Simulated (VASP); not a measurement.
Rh:

```
Rh
1.0
     2.73098    0.00000    0.00000
    -1.36549    2.36510    0.00000
     0.00000    0.00000    4.42849
Rh
2
Direct
  0.66667 0.33333 0.75000
  0.33333 0.66667 0.25000
```

Base run:

```yaml
Program: VASP 6.6.1
Functional: r2SCAN
Potentials_or_basis: VASP PAW PBE potentials, release 64 (Rh_pv)
Cutoff: 520 eV
k_mesh: 12 × 12 × 6
Occupations: fermi-dirac, width 0.1 eV
Spin: no spin polarisation
```

Its results: band gap on the k mesh zero (band 15 reaches 11.71 eV, above the bottom of band 16 at 9.40 eV); pressure -8.3 GPa.

Q: The run is repeated on the same cell with these changes: k mesh from 12 × 12 × 6 to 3 × 3 × 2. What comes out?

A: Band gap on the k mesh zero (band 15 reaches 11.26 eV, above the bottom of band 16 at 10.68 eV); pressure 1.9 GPa.

Caveats: some runs use coarse meshes; the PAW data sets were made with another functional, which shifts forces and pressure a little.
